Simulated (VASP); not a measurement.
Ge: relaxation of cell and atoms with PBE

The system is Ge.

```
CELL_PARAMETERS angstrom
3.33220 -4.08888 0.00000
3.33220 4.08888 0.00000
0.00000 0.00000 4.75808
ATOMIC_POSITIONS crystal
Ge 0.60400 0.39600 0.31018
Ge 0.89600 0.10400 0.31018
Ge 0.39600 0.60400 0.68982
Ge 0.10400 0.89600 0.68982
Ge 0.75000 0.75000 0.00000
Ge 0.25000 0.25000 0.00000
```

The cell was built from a structure type or drawn by symmetry, and may not be a known phase.

```
Program                : VASP 6.6.1
Task                   : relaxation of cell and atoms
Functional             : PBE
Potentials or basis    : VASP PAW PBE potentials, release 64 (Ge_d)
Cutoff                 : 600 eV
k mesh                 : 4 × 4 × 4
Occupations            : gaussian, width 0.1 eV
Spin                   : no spin polarisation
Dipole correction      : no
Further INCAR settings : ALGO = Normal; EDIFF = 1e-06; IBRION = 2; EDIFFG = -0.04; NSW = 90; ISIF = 3
```

| Quantity | Value |
| --- | --- |
| Relaxed volume | 25.22 Å³/atom |
| Relaxed cell | a = 5.722 Å, b = 5.722 Å, c = 4.697 Å, α = 90.00°, β = 90.00°, γ = 100.25° |
| Space group after relaxing (to 0.1 Å) | Cmme (No. 67) |
| Energy gained by relaxing | 146.7 meV/atom |
| Ionic steps | 10 |
| Pressure after relaxing | 0.0 GPa |
| Largest force after relaxing | 0.038 eV/Å |
| Band gap on the k mesh | zero (bands 42 and 43 overlap by 0.33 eV) |

Forces in eV/Å, atoms in the order of the input:
```
Ge   0.000  0.008  0.037
Ge   0.000 -0.008  0.037
Ge   0.000 -0.008 -0.037
Ge   0.000  0.008 -0.037
Ge   0.000  0.000  0.000
Ge   0.000  0.000  0.000
```

Stress tensor (GPa, compression positive):
```
 0.00  0.00  0.00
 0.00  0.19  0.00
 0.00  0.00 -0.17
```

The path:
```
step  energy change (eV)  largest force (eV/Å)  pressure (GPa)  volume (Å³)
   1              0.0000                0.6347           11.45       129.66
   2             -0.6603                0.6218           -3.03       160.74
   3             -0.7642                0.3858           -0.12       150.98
   4             -0.8267                0.2552           -0.16       151.61
   5             -0.8495                0.4183           -0.17       152.24
   6             -0.8736                0.1963           -0.04       151.92
   7             -0.8747                0.1544           -0.10       151.83
   8             -0.8800                0.0438           -0.17       151.43
   9             -0.8801                0.0433           -0.01       151.29
  10             -0.8802                0.0383            0.01       151.33
```

Final structure:
```
CELL_PARAMETERS angstrom
3.66852 -4.39131 0.00000
3.66852 4.39131 0.00000
0.00000 0.00000 4.69692
ATOMIC_POSITIONS crystal
Ge 0.60568 0.39432 0.30547
Ge 0.89432 0.10568 0.30547
Ge 0.39432 0.60568 0.69453
Ge 0.10568 0.89432 0.69453
Ge 0.75000 0.75000 0.00000
Ge 0.25000 0.25000 0.00000
```

Levels at points of the mesh, in eV from the Fermi level:
```csv
k point,band 40,band 41,band 42,band 43,band 44,band 45
"(0.00, 0.00, 0.00)",-1.84,-1.55,-1.19,1.19,1.51,2.01
"(0.50, 0.00, 0.00)",-2.29,-0.77,-0.77,1.60,1.60,2.61
"(0.50, 0.50, 0.00)",-0.81,-0.80,-0.38,-0.10,0.57,0.83
"(0.00, 0.00, 0.50)",-1.43,-1.41,-0.55,-0.22,1.48,2.08
"(0.50, 0.00, 0.50)",-2.28,-1.41,-1.41,2.02,2.02,2.79
"(0.50, 0.50, 0.50)",-0.26,-0.24,-0.16,0.77,2.42,2.56
```

Run time: 9.4 min on 1 thread of Intel(R) Xeon(R) 6975P-C (Granite Rapids), with other jobs on the host, peak memory 0.33 GiB.

Caveat: the volume moved by over 15 % at a fixed basis, so the end points are rough; semilocal functionals underestimate gaps, so a narrow gap can read as zero.
